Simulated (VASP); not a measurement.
# BP (F-43m) in VASP: settings compared, part 2 of 2

VASP 6.6.1.

## 3. Single point, revPBE

This run uses another cell than the first one, of 11.92 Å³/atom, 1.020 times its volume.

File INCAR:

```
PREC = Accurate
ENCUT = 520
EDIFF = 1E-6
ISMEAR = -1
SIGMA = 0.05
LREAL = False
LASPH = True
NELM = 60
ALGO = Normal
ISIF = 2
LWAVE = False
LCHARG = False
GGA = RE
NBANDS = 11
```

File KPOINTS:

```
Automatic mesh
0
Gamma
  10 10 10
```

File POSCAR:

```
BP
1.0
    0.0000000000      2.2842691567      2.2842691567
    2.2842691567      0.0000000000      2.2842691567
    2.2842691567      2.2842691567      0.0000000000
P B
1 1
Direct
    0.7500000000      0.7500000000      0.7500000000
    0.0000000000      0.0000000000      0.0000000000
```

Potentials or basis: VASP PAW PBE potentials, release 64 (P, B).

Run with:

```
cat potpaw_PBE.64/P/POTCAR potpaw_PBE.64/B/POTCAR > POTCAR
mpirun -np 1 vasp_std > vasp.out
```

OUTCAR:

```text
PREC = Accurate
   ENCUT = 520
   EDIFF = 1E-6
   ISMEAR = -1
   LREAL = False
   LASPH = True
   NELM = 60
   ISIF = 2
   GGA = RE

 ion  position               nearest neighbor table
   1  0.750  0.750  0.750-   2 1.98   2 1.98   2 1.98   2 1.98
   2  0.000  0.000  0.000-   1 1.98   1 1.98   1 1.98   1 1.98

  LATTYP: Found a face centered cubic cell.
 ALAT       =     4.5685383134

  Lattice vectors:

 A1 = (   0.0000000000,   2.2842691567,   2.2842691567)
 A2 = (   2.2842691567,   0.0000000000,   2.2842691567)
 A3 = (   2.2842691567,   2.2842691567,   0.0000000000)
[... 511 lines left out ...]
      7      16.6131      0.00000
      8      16.6370      0.00000
      9      21.1011      0.00000
     10      22.3519      0.00000
     11      24.1173      0.00000

 [... further k-points ...]
[... 5 lines left out ...]
  --------------------------------------------------------------------------------------
  -------------------------------------------------------------------------------------
  Total       -0.0569542     -0.0569542     -0.0569542      0.0000000      0.0000000     -0.0000000
  in kB       -3.8279331     -3.8279331     -3.8279331      0.0000000      0.0000000     -0.0000000
  external PRESSURE =      -3.8279331 kB  Pullay stress =       0.0000000 kB

 VOLUME and BASIS-vectors are now :
 -----------------------------------------------------------------------------
  energy-cutoff  :      520.00
  volume of cell :       23.84
      direct lattice vectors                 reciprocal lattice vectors
     0.000000000  2.284269157  2.284269157    -0.218888391  0.218888391  0.218888391
     2.284269157  0.000000000  2.284269157     0.218888391 -0.218888391  0.218888391
     2.284269157  2.284269157  0.000000000     0.218888391  0.218888391 -0.218888391

 POSITION                                       TOTAL-FORCE (eV/Angst)
 -----------------------------------------------------------------------------------
      3.42640      3.42640      3.42640        -0.000000     -0.000000     -0.000000
      0.00000      0.00000      0.00000         0.000000      0.000000      0.000000
 -----------------------------------------------------------------------------------
    total drift:                               -0.000000     -0.000000     -0.000000

  FREE ENERGIE OF THE ION-ELECTRON SYSTEM (eV)
  ---------------------------------------------------
  free  energy   TOTEN  =       -12.3862088434 eV

  energy  without entropy=      -12.3862088067  energy(sigma->0) =      -12.38620883
```

OSZICAR:

```text
N       E                     dE             d eps       ncg     rms          rms(c)
DAV:   1     0.103179371256E+02    0.10318E+02   -0.39760E+03  1034   0.653E+02
DAV:   2    -0.123627836199E+02   -0.22681E+02   -0.21667E+02  1448   0.110E+02
DAV:   3    -0.130014287741E+02   -0.63865E+00   -0.63723E+00  1285   0.159E+01
DAV:   4    -0.130041366620E+02   -0.27079E-02   -0.27074E-02  1185   0.123E+00
DAV:   5    -0.130041494159E+02   -0.12754E-04   -0.12754E-04  1259   0.849E-02    0.757E+00
DAV:   6    -0.124688708755E+02    0.53528E+00   -0.12135E+00  1163   0.467E+00    0.416E+00
DAV:   7    -0.123904048635E+02    0.78466E-01   -0.21980E-01  1283   0.231E+00    0.136E+00
DAV:   8    -0.123853469509E+02    0.50579E-02   -0.24213E-02  1208   0.921E-01    0.163E-01
DAV:   9    -0.123859018670E+02   -0.55492E-03   -0.83146E-04  1202   0.187E-01    0.834E-02
DAV:  10    -0.123861893730E+02   -0.28751E-03   -0.35173E-04  1160   0.120E-01    0.247E-02
DAV:  11    -0.123862068976E+02   -0.17525E-04   -0.21568E-05  1304   0.317E-02    0.260E-02
DAV:  12    -0.123862090232E+02   -0.21256E-05   -0.44282E-06  1157   0.126E-02    0.109E-02
DAV:  13    -0.123862088434E+02    0.17973E-06   -0.85268E-08   655   0.200E-03
   1 F= -.12386209E+02 E0= -.12386209E+02  d E =-.367022E-07
```

Run time: 5.4 s. Hardware: 1 thread of AMD EPYC 9R45 (Zen 5), shared host; peak memory 0.1 GiB.

Results:

* Free energy: -12.3862 eV
* Pressure: -0.4 GPa
* Band gap on the k mesh: 1.27 eV, indirect (least direct gap 3.37 eV)

Caveat: the PAW data sets were made with another functional, which shifts forces and pressure a little. A k mesh can miss the band edges.

## 4. Single point, PBE

File INCAR:

```
ALGO     = Normal         # electronic algorithm
EDIFF    = 1E-6           # SCF threshold, eV
ENCUT    = 520            # plane-wave cutoff, eV
GGA      = PE             # functional
ISIF     = 2              # what is computed and relaxed
ISMEAR   = 0              # smearing method
LASPH    = T              # aspherical terms in the spheres
LCHARG   = T              # write CHGCAR
LELF     = T              # ELF
LREAL    = F              # projectors in reciprocal space
LVHAR    = T            
LWAVE    = F              # write WAVECAR
NBANDS   = 11             # bands
NELM     = 100            # most SCF steps
PREC     = Accurate       # precision mode
SIGMA    = 0.013000000000000001 # smearing width, eV
```

File KPOINTS:

```
k-points
0
Gamma
  10 10 10
```

File POSCAR:

```
BP
1.0
    0.0000000000      2.2690000000      2.2690000000
    2.2690000000      0.0000000000      2.2690000000
    2.2690000000      2.2690000000      0.0000000000
P B
1 1
Direct
    0.7500000000      0.7500000000      0.7500000000
    0.0000000000      0.0000000000      0.0000000000
```

Run with:

```
cat potpaw_PBE.64/P/POTCAR potpaw_PBE.64/B/POTCAR > POTCAR
mpirun -np 1 vasp_std > vasp.out
```

Wall time 5.4 s (1 thread of AMD EPYC 9R45 (Zen 5), shared host); peak memory 0.1 GiB.

The run converged. Its results:

- Free energy: -12.9305 eV
- Pressure: 0.9 GPa
- Band gap on the k mesh: 1.24 eV, indirect (least direct gap 3.40 eV)

Levels at points of the mesh, in eV from the valence-band top:
```
           k point  band 1  band 2  band 3  band 4  band 5  band 6  band 7  band 8  band 9
(0.00, 0.00, 0.00)  -15.46    0.00    0.00    0.00    3.40    3.40    3.40    7.37   11.51
(0.50, 0.00, 0.00)  -12.14   -9.03   -1.76   -1.76    3.78    4.71    4.71   10.13   14.63
(0.50, 0.50, 0.00)  -10.61   -8.58   -4.11   -4.11    1.33    1.66   12.12   12.12   15.23
```

## 5. Single point, PBE

File INCAR:

```
SYSTEM = BP
PREC = Accurate
ENCUT = 520
EDIFF = 1E-7
ISMEAR = 0
SIGMA = 0.014
LREAL = .False.
LASPH = .True.
NELM = 100
ALGO = Normal
ISIF = 2
LWAVE = .False.
LCHARG = .True.
GGA = PE
LELF = .True.
LVHAR = .True.
NBANDS = 11
```

File KPOINTS:

```
regular mesh
0
Gamma
  10 10 10
  0 0 0
```

POSCAR is that of step 4.

Run with:

```
cat potpaw_PBE.64/P/POTCAR potpaw_PBE.64/B/POTCAR > POTCAR
mpirun -np 1 vasp_std > vasp.out
```

It took 6.1 s on 1 thread of AMD EPYC 9R45 (Zen 5), shared host; peak memory 0.11 GiB.

The run converged. Its results:

```yaml
Free_energy: -12.9305 eV
Pressure: 0.9 GPa
Band_gap_on_the_k_mesh: 1.24 eV, indirect (least direct gap 3.40 eV)
```

Levels at points of the mesh, in eV from the valence-band top:
| k point | band 1 | band 2 | band 3 | band 4 | band 5 | band 6 | band 7 | band 8 | band 9 |
| --- | --- | --- | --- | --- | --- | --- | --- | --- | --- |
| (0.00, 0.00, 0.00) | -15.46 | 0.00 | 0.00 | 0.00 | 3.40 | 3.40 | 3.40 | 7.37 | 11.51 |
| (0.50, 0.00, 0.00) | -12.14 | -9.03 | -1.76 | -1.76 | 3.78 | 4.71 | 4.71 | 10.13 | 14.63 |
| (0.50, 0.50, 0.00) | -10.61 | -8.58 | -4.11 | -4.11 | 1.33 | 1.66 | 12.12 | 12.12 | 15.23 |

## 6. The runs side by side

| task | level | cell | cutoff (eV) | smearing | gap on the mesh (eV) | pressure (GPa) |
| --- | --- | --- | --- | --- | --- | --- |
| relaxation of cell and atoms | revPBE+D4 | relaxed from a = 3.209 Å, angles 60.0°, 2 atoms | 600 | fermi-dirac 0.05 eV | 1.17 | 0.0 |
| single point | revPBE | a = 3.230 Å, angles 60.0°, 2 atoms | 520 | fermi-dirac 0.05 eV | 1.27 | -0.4 |
| single point | PBE | a = 3.209 Å, angles 60.0°, 2 atoms | 520 | gaussian 0.013 eV | 1.24 | 0.9 |
| single point | PBE | a = 3.209 Å, angles 60.0°, 2 atoms | 520 | gaussian 0.014 eV | 1.24 | 0.9 |

Alike in all rows: potentials or basis VASP PAW PBE potentials, release 64 (P, B); no spin polarisation; k mesh 10 × 10 × 10.

Caveats: the PAW data sets were made with another functional, which shifts forces and pressure a little (some runs).

Absolute energies hang on the potentials; compare differences alone.
